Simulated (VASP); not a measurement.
Input of a VASP 6.6.1 run:

File INCAR:

```
ALGO = Normal ; EDIFF = 1E-7
ENCUT = 520 ; GGA = PE
ISIF = 2 ; ISMEAR = -1
LASPH = T ; LCHARG = F
LREAL = Auto ; LWAVE = F
NBANDS = 130 ; NELM = 100
PREC = Accurate ; SIGMA = 0.01
```

File KPOINTS:

```
k-points
0
Gamma
  4 4 2
```

File POSCAR:

```
ZrSi23C24
1.0
    6.1900000000      0.0000000000      0.0000000000
   -3.0950000000      5.3606972494      0.0000000000
    0.0000000000      0.0000000000     15.1700000000
Si Zr C
23 1 24
Direct
    0.0000000000      0.0000000000      0.1250000000
    0.0000000000      0.5000000000      0.1250000000
    0.5000000000      0.0000000000      0.1250000000
    0.5000000000      0.5000000000      0.1250000000
    0.0000000000      0.0000000000      0.6250000000
    0.0000000000      0.5000000000      0.6250000000
    0.5000000000      0.0000000000      0.6250000000
    0.5000000000      0.5000000000      0.6250000000
    0.1666666666      0.3333333334      0.2917000000
    0.1666666666      0.8333333334      0.2917000000
    0.6666666666      0.3333333334      0.2917000000
    0.6666666666      0.8333333334      0.2917000000
    0.3333333334      0.1666666666      0.7917000000
    0.3333333334      0.6666666666      0.7917000000
    0.8333333334      0.1666666666      0.7917000000
    0.8333333334      0.6666666666      0.7917000000
    0.1666666666      0.8333333334      0.9583000000
    0.6666666666      0.3333333334      0.9583000000
    0.6666666666      0.8333333334      0.9583000000
    0.3333333334      0.1666666666      0.4583000000
    0.3333333334      0.6666666666      0.4583000000
    0.8333333334      0.1666666666      0.4583000000
    0.8333333334      0.6666666666      0.4583000000
    0.1666666666      0.3333333334      0.9583000000
    0.0000000000      0.0000000000      0.0000000000
    0.0000000000      0.5000000000      0.0000000000
    0.5000000000      0.0000000000      0.0000000000
    0.5000000000      0.5000000000      0.0000000000
    0.0000000000      0.0000000000      0.5000000000
    0.0000000000      0.5000000000      0.5000000000
    0.5000000000      0.0000000000      0.5000000000
    0.5000000000      0.5000000000      0.5000000000
    0.1666666666      0.3333333334      0.1667000000
    0.1666666666      0.8333333334      0.1667000000
    0.6666666666      0.3333333334      0.1667000000
    0.6666666666      0.8333333334      0.1667000000
    0.3333333334      0.1666666666      0.6667000000
    0.3333333334      0.6666666666      0.6667000000
    0.8333333334      0.1666666666      0.6667000000
    0.8333333334      0.6666666666      0.6667000000
    0.1666666666      0.3333333334      0.8333000000
    0.1666666666      0.8333333334      0.8333000000
    0.6666666666      0.3333333334      0.8333000000
    0.6666666666      0.8333333334      0.8333000000
    0.3333333334      0.1666666666      0.3333000000
    0.3333333334      0.6666666666      0.3333000000
    0.8333333334      0.1666666666      0.3333000000
    0.8333333334      0.6666666666      0.3333000000
```

Potentials or basis: VASP PAW PBE potentials, release 64 (Si, Zr_sv, C).

Launch:

```bash
$ cat potpaw_PBE.64/Si/POTCAR potpaw_PBE.64/Zr_sv/POTCAR potpaw_PBE.64/C/POTCAR > POTCAR
$ mpirun -np 1 vasp_std > vasp.out
```

(1) Predict the band gap on the k mesh.

(2) What does it give for the pressure?

(3) Predict the largest force.

Answers

(1) 2.00 eV.

(2) 6.6 GPa.

(3) 7.227 eV/Å.
